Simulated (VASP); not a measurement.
Write the native input for VASP 6.6.1 that does the following.

```
Task                   : single point
Functional             : PBE
Potentials or basis    : VASP PAW PBE potentials, release 64 (B, P)
Cutoff                 : 520 eV
k mesh                 : 2 × 2 × 2, shifted
Occupations            : gaussian, width 0.02 eV
Spin                   : collinear spin
Dipole correction      : no
Further INCAR settings : LREAL = Auto; ALGO = Normal; EDIFF = 1e-06; NBANDS = 92
```

The structure of B17P16 (a cell with a defect) lies in POSCAR:

```
B17P16
1.0
    4.5481927936      4.5481927936     -4.5481927936
   -4.5481927936     -4.5481927936     -4.5481927936
   -4.5481927936      4.5481927936      4.5481927936
B P
17 16
Direct
    0.2527002606      0.5082881287      0.2527952668
    0.4965118846      0.2481237542      0.2460659823
    0.7480853963     -0.0034393996      0.2460631934
    0.7393447540      0.4922683421      0.7393920375
   -0.0039233135      0.4961044470      0.5008354710
    0.2460233405      0.2481094126      0.4965592867
    0.5002465045      0.0002781809      0.5002830236
    0.7480834177      0.7460575033      0.4965667843
    0.0081482808      0.7527020442      0.2527140742
    0.5007571987      0.4960753208     -0.0039202691
    0.7393563834      0.2393974247     -0.0077184162
   -0.0078226231      0.2393032626      0.7393095050
    0.2460236867      0.9965519466      0.7481154084
    0.4965107281      0.7460606402      0.7481277788
   -0.0039265620      0.0008254585     -0.0038943981
    0.2527124139      0.7527954341      0.0083082473
    0.1306244862      0.6305156546      0.1305001062
    0.2411434033      0.4836557764     -0.0163335945
    0.4940588355      0.2442180999     -0.0041779661
    0.7441975885     -0.0058964228     -0.0041724190
    0.7441972612      0.4958233557      0.4941065589
   -0.0162769907      0.4837946265      0.2412809301
    0.2458074975      0.2476060919      0.2458604420
    0.5023625822      0.0023951338      0.2517762732
    0.7475252793      0.7458453231      0.2458522168
   -0.0162942372      0.7412634251     -0.0162119952
    0.4940550692      0.4958169837      0.7442213669
    0.7487155949      0.2487582054      0.7487646212
   -0.0042089058      0.2442162596      0.4940792007
    0.2516872700      0.0023308714      0.5023360432
    0.5023543229      0.7517647941      0.5023920506
   -0.0042097316     -0.0059275518      0.7442198410
    0.2458083906      0.7458544479      0.7476178230
```

This cell differs from its parent crystal: with an interstitial atom, then relaxed in part.

The input as run:

INCAR

```
PREC = Accurate
ENCUT = 520
EDIFF = 1E-6
ISMEAR = 0
SIGMA = 0.02
LREAL = Auto
LASPH = True
NELM = 150
ALGO = Normal
ISIF = 2
LWAVE = False
LCHARG = False
ISPIN = 2
MAGMOM = 0 0 0 0 0 0 0 0 0 0 0 0 0 0 0 0 1 0 0 0 0 0 0 0 0 0 0 0 0 0 0 0 0
LORBIT = 11
GGA = PE
NBANDS = 92
```

KPOINTS

```
Automatic mesh
0
Gamma
  2 2 2
  0.5 0.5 0.5
```

Potentials or basis: VASP PAW PBE potentials, release 64 (B, P).

Launch:

```sh
$ cat potpaw_PBE.64/B/POTCAR potpaw_PBE.64/P/POTCAR > POTCAR
$ mpirun -np 1 vasp_std > vasp.out
```

Results of the run:

* Pressure: 1.8 GPa
* Largest force: 0.022 eV/Å
* Band gap on the k mesh: 0.15 eV
* Net moment: 1.00 μB per cell
* Site moments: B +0.01, +0.02, +0.00, +0.15 (each value once); P +0.02, +0.00, +0.01 (each value once) μB
* Valence electrons inside the program's atomic spheres: B 1.91, 1.94, 1.96, 1.93 (each value once); P 2.52, 2.57, 2.54, 2.56 (each value once)

Caveat: the cell differs from its parent crystal (with an interstitial atom, then relaxed in part).

Run time: 15 min on 1 thread of Oxide Virtual Turin-like Processor (shared host), peak memory 0.69 GiB.
